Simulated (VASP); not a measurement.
# InSe (C2/m) in VASP: notebook

InSe is run at these levels: PBE; tasks: single point.

All numbers are computed with VASP 6.6.1; they aren't measurements. Logs are shortened: lines on timing, memory, paths and dates and some standing lists are left out, and cuts for length are marked.

### Step 1. The cell of the first run

The structure is monoclinic, space group C2/m (No. 12). The conventional cell has a = 11.484 Å, b = 4.124 Å, c = 5.720 Å, α = 90.00°, β = 108.14°, γ = 90.00°. In (site symmetry m) has 3 Se at 2.69 to 2.72 Å and 3 In at 2.83 to 3.67 Å within 3.7 Å. Within 3.6 Å of Se (site symmetry m) lie 3 In at 2.69 to 2.72 Å.

### Step 2. Single point, PBE

Contents of INCAR:

```
SYSTEM = InSe
ALGO     = Normal         ! electronic algorithm
EDIFF    = 1E-6           ! SCF threshold, eV
ENCUT    = 520            ! plane-wave cutoff, eV
GGA      = PE             ! functional
ISIF     = 2              ! what is computed and relaxed
ISMEAR   = 0              ! smearing method
LASPH    = .TRUE.         ! aspherical terms in the spheres
LCHARG   = .TRUE.         ! write CHGCAR
LELF     = .TRUE.         ! ELF
LREAL    = .FALSE.        ! projectors in reciprocal space
LVHAR    = .TRUE.       
LWAVE    = .FALSE.        ! write WAVECAR
NBANDS   = 27             ! bands
NELM     = 100            ! most SCF steps
PREC     = Accurate       ! precision mode
SIGMA    = 0.05           ! smearing width, eV
```

Contents of KPOINTS:

```
k-points
0
G
  10 10 6
  0 0 0
```

Contents of POSCAR:

```
InSe
1.0
    5.7405051917     -2.0621134247     -0.1283008954
    5.7405051917      2.0621134247     -0.1283008954
   -1.6592270923      0.0000000000      5.4740392055
In Se
2 2
Direct
    0.8879406234      0.8879406234      0.0535545770
    0.1120593766      0.1120593766      0.9464454230
    0.6665866470      0.6665866470      0.6958343541
    0.3334133530      0.3334133530      0.3041656459
```

Potentials or basis: VASP PAW PBE potentials, release 64 (In_d, Se).

The run is started by

```
cat potpaw_PBE.64/In_d/POTCAR potpaw_PBE.64/Se/POTCAR > POTCAR
mpirun -np 1 vasp_std > vasp.out
```

OUTCAR:

```text
SYSTEM = InSe
   EDIFF = 1E-6
   ENCUT = 520
   GGA = PE
   ISIF = 2
   ISMEAR = 0
   LASPH = .TRUE.
   LREAL = .FALSE.
   NELM = 100
   PREC = Accurate

 ion  position               nearest neighbor table
   1  0.888  0.888  0.054-   4 2.69   4 2.69   3 2.72   2 2.83   2 3.67   2 3.67
   2  0.112  0.112  0.946-   3 2.69   3 2.69   4 2.72   1 2.83   1 3.67   1 3.67
   3  0.667  0.667  0.696-   2 2.69   2 2.69   1 2.72
   4  0.333  0.333  0.304-   1 2.69   1 2.69   2 2.72

  LATTYP: Found a base centered monoclinic cell.
 ALAT       =    11.4838775639
 B/A-ratio  =     0.3591319070
 C/A-ratio  =     0.4980876207
 COS(beta)  =    -0.3113871893

  Lattice vectors:

 A1 = (   5.7405051917,  -2.0621134247,  -0.1283008954)
 A2 = (   5.7405051917,   2.0621134247,  -0.1283008954)
 A3 = (  -1.6592270923,   0.0000000000,   5.4740392055)

Analysis of symmetry for initial positions (statically):
=====================================================================
 Subroutine PRICEL returns:
 Original cell was already a primitive cell.

 Routine SETGRP: Setting up the symmetry group for a
 base centered monoclinic supercell.

 Subroutine GETGRP returns: Found  4 space group operations
 (whereof  4 operations were pure point group operations)
 out of a pool of  4 trial point group operations.

The static configuration has the point symmetry C_2h.

Analysis of symmetry for dynamics (positions and initial velocities):
=====================================================================
 Subroutine PRICEL returns:
 Original cell was already a primitive cell.

 Routine SETGRP: Setting up the symmetry group for a
 base centered monoclinic supercell.

 Subroutine GETGRP returns: Found  4 space group operations
 (whereof  4 operations were pure point group operations)
 out of a pool of  4 trial point group operations.

The dynamic configuration has the point symmetry C_2h.

 Subroutine INISYM returns: Found  4 space group operations
 (whereof  4 operations are pure point group operations),
 and found     1 'primitive' translations

----------------------------------------------------------------------------------------

                                     Primitive cell

  volume of cell :     128.7207

  direct lattice vectors                    reciprocal lattice vectors
     5.740505192 -2.062113425 -0.128300895     0.087694434 -0.242469689  0.026580917
     5.740505192  2.062113425 -0.128300895     0.087694434  0.242469689  0.026580917
    -1.659227092  0.000000000  5.474039205     0.004110776  0.000000000  0.183926471

  length of vectors
     6.100997685  6.100997685  5.719977252     0.259207270  0.259207270  0.183972403

  position of ions in fractional coordinates (direct lattice)
     0.887940623  0.887940623  0.053554577
     0.112059377  0.112059377  0.946445423
     0.666586647  0.666586647  0.695834354
     0.333413353  0.333413353  0.304165646

  ion indices of the primitive-cell ions
   primitive index   ion index
                 1           1
                 2           2
                 3           3
                 4           4

----------------------------------------------------------------------------------------

 KPOINTS: k-points

Automatic generation of k-mesh.
 Grid dimensions read from file:
 generate k-points for:   10   10    6

 Generating k-lattice:

  Cartesian coordinates                     Fractional coordinates (reciprocal lattice)
     0.008769443 -0.024246969  0.002658092     0.100000000 -0.000000000  0.000000000
     0.008769443  0.024246969  0.002658092    -0.000000000  0.100000000  0.000000000
     0.000685129  0.000000000  0.030654412     0.000000000  0.000000000  0.166666667

  Length of vectors
     0.025920727  0.025920727  0.030662067

  Shift w.r.t. Gamma in fractional coordinates (k-lattice)
     0.000000000  0.000000000  0.000000000

 Subroutine IBZKPT returns following result:
 ===========================================

 Found    172 irreducible k-points:

 Following reciprocal coordinates:
            Coordinates               Weight
  0.000000  0.000000  0.000000      1.000000
  0.100000  0.000000 -0.000000      4.000000
  0.200000  0.000000 -0.000000      4.000000
  0.300000 -0.000000 -0.000000      4.000000
  0.400000  0.000000  0.000000      4.000000
  0.500000 -0.000000  0.000000      2.000000
[... 16 lines left out ...]
  0.300000  0.300000 -0.000000      2.000000
  0.400000  0.300000  0.000000      4.000000
 [... further k-points ...]
   k-points           NKPTS =    172   k-points in BZ     NKDIM =    172   number of bands    NBANDS=     27
   number of dos      NEDOS =    301   number of ions     NIONS =      4
   total plane-waves  NPLWV = 110592
   dimension x,y,z NGX =    48 NGY =   48 NGZ =   48
   dimension x,y,z NGXF=    96 NGYF=   96 NGZF=   96
   ions per type =               2   2
   NGX,Y,Z   is equivalent  to a cutoff of  13.08, 13.08, 13.95 a.u.
   NGXF,Y,Z  is equivalent  to a cutoff of  26.16, 26.16, 27.90 a.u.
 SYSTEM =  InSe
   PREC   = accura    normal or accurate (medium, high low for compatibility)
   ISTART =      0    job   : 0-new  1-cont  2-samecut
   ICHARG =      2    charge: 1-file 2-atom 10-const
   ISPIN  =      1    spin polarized calculation?
   LNONCOLLINEAR =      F non collinear calculations
   LSORBIT =      F    spin-orbit coupling
   LASPH  =      T    aspherical Exc in radial PAW
   ENCUT  =  520.0 eV  38.22 Ry    6.18 a.u.  11.34 11.34 10.64*2*pi/ulx,y,z
   NELM   =    100;   NELMIN=  2; NELMDL= -5     # of ELM steps
   EDIFF  = 0.1E-05   stopping-criterion for ELM
   LREAL  =      F    real-space projection
   EDIFFG = 0.1E-04   stopping-criterion for IOM
   NSW    =      0    number of steps for IOM
   IBRION =     -1    ionic relax: 0-MD 1-quasi-New 2-CG
   NFREE  =      0    steps in history (QN), initial steepest desc. (CG)
   ISIF   =      2    stress and relaxation
   ISYM   =      2    0-nonsym 1-usesym 2-fastsym
   POTIM  = 0.5000    time-step for ionic-motion
   TEBEG  =    0.0;   TEEND  =   0.0 temperature during run
   PSTRESS=    0.0 pullay stress
   NELECT =      38.0000    total number of electrons
   NUPDOWN=      -1.0000    fix difference up-down
   EMIN   =  10.00;   EMAX   =-10.00  energy-range for DOS
   EFERMI =   0.00;   METHOD = LEGACY
   ISMEAR =     0;   SIGMA  =   0.05  broadening in eV -4-tet -1-fermi 0-gaus
   EFERMI_NEDOS =   21; number of points for ismear=-14 and -15
   IALGO  =     38    algorithm
   IMIX   =      4    mixing-type and parameters
     AMIX     =   0.40;   BMIX     =  1.00
     AMIX_MAG =   1.60;   BMIX_MAG =  1.00
  volume/ion in A,a.u.               =      32.18       217.16
  Fermi-wavevector in a.u.,A,eV,Ry     =   1.090067  2.059928 16.167071  1.188246
  Thomas-Fermi vector in A             =   2.226284
   LORBIT       =      0    0 simple, 1 ext, 2 COOP (PROOUT), +10 PAW based schemes
   GGA     = PE    functional components
   LHFCALC =     F    Hartree Fock is set to
   AEXX    =    0.0000 exact exchange contribution
   IVDW    =     0    specifies the selected vdW correction
   LEPSILON=     F    determine dielectric tensor
   LRPA    =     F    only Hartree local field effects (RPA)
 non-spin polarized calculation
 Gauss-broadening in eV      SIGMA  =   0.05
  energy-cutoff  :      520.00
  volume of cell :      128.72
 maximum number of plane-waves:      3500
 NGX is ok and might be reduce to    48
   NGX = 23   NGY = 23   NGZ = 21

 number of electron      38.0000002 magnetization

 Free energy of the ion-electron system (eV)
  ---------------------------------------------------
  ext. energy  EPLUGINS =         0.00000000
  ---------------------------------------------------
  free energy    TOTEN  =       -14.08618640 eV

  energy without entropy =      -14.08618640  energy(sigma->0) =      -14.08618640

 E-fermi :   3.2437     XC(G=0):  -8.4280

 val. band max:        3.0460986246   @ k =   0.5000   0.5000   0.0000
 cond. band min:       4.1154692805   @ k =   0.0000   0.0000   0.5000
 fundamental gap:      1.0693706559
 Fermi energy:         3.2436507162

 k-point     1 :       0.0000    0.0000    0.0000
  band No.  band energies     occupation
      1     -11.5358      2.00000
      2     -11.4332      2.00000
      3     -11.2722      2.00000
      4     -11.2338      2.00000
      5     -11.2008      2.00000
      6     -11.1998      2.00000
[... 19 lines left out ...]
     26       9.3724      0.00000
     27      10.5524      0.00000

 k-point     2 :       0.1000    0.0000   -0.0000
  band No.  band energies     occupation
      1     -11.5338      2.00000
      2     -11.4328      2.00000
      3     -11.3027      2.00000
      4     -11.2261      2.00000
      5     -11.2106      2.00000
      6     -11.1926      2.00000
[... 19 lines left out ...]
     26       9.2785      0.00000
     27      10.8228      0.00000

 k-point     3 :       0.2000    0.0000   -0.0000
  band No.  band energies     occupation
      1     -11.5301      2.00000
      2     -11.4315      2.00000
      3     -11.3621      2.00000
      4     -11.2287      2.00000
      5     -11.2121      2.00000
      6     -11.1842      2.00000
[... 19 lines left out ...]
     26       9.3368      0.00000
     27      10.5498      0.00000

 k-point     4 :       0.3000   -0.0000   -0.0000
  band No.  band energies     occupation
      1     -11.5317      2.00000
      2     -11.4299      2.00000
      3     -11.4134      2.00000
      4     -11.2493      2.00000
      5     -11.2017      2.00000
      6     -11.1912      2.00000
[... 19 lines left out ...]
     26      10.0362      0.00000
     27      10.5333      0.00000
[... 516 lines left out ...]
      4     -11.2522      2.00000
      5     -11.1954      2.00000
      6     -11.1833      2.00000
[... 19 lines left out ...]
     26      10.2739      0.00000
     27      10.3398      0.00000

 k-point    23 :       0.3000    0.3000   -0.0000
  band No.  band energies     occupation
      1     -11.5075      2.00000
      2     -11.4382      2.00000
      3     -11.3114      2.00000
      4     -11.2573      2.00000
      5     -11.2152      2.00000
      6     -11.2114      2.00000
[... 19 lines left out ...]
     26       9.3476      0.00000
     27      10.5081      0.00000

 k-point    24 :       0.4000    0.3000    0.0000
  band No.  band energies     occupation
      1     -11.5064      2.00000
      2     -11.4358      2.00000
      3     -11.3156      2.00000
      4     -11.2757      2.00000
      5     -11.2336      2.00000
      6     -11.1986      2.00000
[... 19 lines left out ...]
     26       9.1619      0.00000
     27      10.4185      0.00000

 [... further k-points ...]

------------------------ aborting loop because EDIFF is reached ----------------------------------------

  FORCE on cell =-STRESS in cart. coord.  units (eV):
  Direction    XX          YY          ZZ          XY          YZ          ZX
  --------------------------------------------------------------------------------------
  -------------------------------------------------------------------------------------
  Total        0.0112146      0.0312940      0.0323554      0.0000000      0.0000000     -0.0204372
  in kB        0.1395875      0.3895143      0.4027259      0.0000000      0.0000000     -0.2543805
  external PRESSURE =       0.3106092 kB  Pullay stress =       0.0000000 kB

 VOLUME and BASIS-vectors are now :
 -----------------------------------------------------------------------------
  energy-cutoff  :      520.00
  volume of cell :      128.72
      direct lattice vectors                 reciprocal lattice vectors
     5.740505192 -2.062113425 -0.128300895     0.087694434 -0.242469689  0.026580917
     5.740505192  2.062113425 -0.128300895     0.087694434  0.242469689  0.026580917
    -1.659227092  0.000000000  5.474039205     0.004110776  0.000000000  0.183926471

 POSITION                                       TOTAL-FORCE (eV/Angst)
 -----------------------------------------------------------------------------------
     10.10560      0.00000      0.06531         0.010038      0.000000     -0.007189
     -0.28381      0.00000      5.15212        -0.010038      0.000000      0.007189
      6.49854      0.00000      3.63798         0.004446      0.000000     -0.008957
      3.32324      0.00000      1.57946        -0.004446      0.000000      0.008957
 -----------------------------------------------------------------------------------
    total drift:                               -0.000000     -0.000000      0.000000

  FREE ENERGIE OF THE ION-ELECTRON SYSTEM (eV)
  ---------------------------------------------------
  free  energy   TOTEN  =       -14.0861863968 eV

  energy  without entropy=      -14.0861863967  energy(sigma->0) =      -14.08618640
```

Wall time 14 min (1 thread of Intel Xeon 8259CL, shared host); peak memory 0.69 GiB.

What came out:

* Free energy: -14.0862 eV
* Pressure: 0.0 GPa
* Largest force: 0.012 eV/Å
* Band gap on the k mesh: 1.07 eV (least direct gap 1.14 eV)

Forces on the atoms (eV/Å):
```
In   0.010  0.000 -0.007
In  -0.010  0.000  0.007
Se   0.004  0.000 -0.009
Se  -0.004  0.000  0.009
```

Levels at points of the mesh, in eV from the valence-band top:
| k point | band 16 | band 17 | band 18 | band 19 | band 20 | band 21 | band 22 | band 23 |
| --- | --- | --- | --- | --- | --- | --- | --- | --- |
| (0.00, 0.00, 0.00) | -2.02 | -1.91 | -1.15 | -1.14 | 2.12 | 2.52 | 3.21 | 4.53 |
| (0.50, 0.00, 0.00) | -2.39 | -2.10 | -1.90 | -1.18 | 1.51 | 2.33 | 3.74 | 3.79 |
| (0.50, 0.50, 0.00) | -2.19 | -1.43 | -0.87 | 0.00 | 1.47 | 2.50 | 3.75 | 3.78 |
| (0.00, 0.00, 0.50) | -1.83 | -1.52 | -1.15 | -0.84 | 1.07 | 1.74 | 3.43 | 4.07 |
| (0.50, 0.00, 0.50) | -2.76 | -2.07 | -1.95 | -1.22 | 2.30 | 2.93 | 3.61 | 4.43 |
| (0.50, 0.50, 0.50) | -1.85 | -1.26 | -1.08 | -0.31 | 1.88 | 2.69 | 3.67 | 4.89 |

Caveat: spin-orbit coupling is left out, which moves the levels of the heavy elements.

(Continued in part 2 of 2.)
